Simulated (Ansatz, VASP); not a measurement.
# Two plane-wave programs on C

```
C
1.0
    -2.51134    0.00000    0.00000
    -1.25567   -2.17488    0.00000
     0.94188    0.54379   10.33600
C
10
Direct
  0.95200 0.95200 0.87415
  0.91477 0.91477 0.72525
  0.09822 0.09822 0.12579
  0.85185 0.85185 0.47361
  0.13548 0.13548 0.27481
  0.81459 0.81459 0.32459
  0.29786 0.29786 0.92426
  0.56891 0.56891 0.67514
  0.41903 0.41903 0.07570
  0.53104 0.53104 0.52370
```

Alike in both runs: task single point; functional r2SCAN; k mesh 10 × 10 × 3; occupations gaussian, width 0.05 eV; no spin polarisation.

|  | VASP | Ansatz |
| --- | --- | --- |
| version | VASP 6.6.1 | Ansatz 0.2.0 |
| potentials or method | VASP PAW PBE potentials, release 64 (C), cutoff 520 eV | scalar-relativistic, plane waves, PAW |
| valence electrons in the cell | 40 | 40 |

VASP gave:

- gap on the k mesh at the Fermi level (eV): 4.25
- least direct gap on the mesh (eV): 5.23
- pressure (GPa): 1.1
- traceless stress, the component that is largest in VASP (GPa): 14.15
- rms of the force components (eV/Å): 0.665

Q: What did Ansatz give for the same quantities?

A: gap on the k mesh at the Fermi level (eV): 4.28; least direct gap on the mesh (eV): 5.28; pressure (GPa): 0.0; traceless stress, the component that is largest in VASP (GPa): 14.16; rms of the force components (eV/Å): 0.669.

VASP's potentials were made for PBE, not for r2SCAN. Atom by atom the forces differ by 0.006 eV/Å (rms over components).
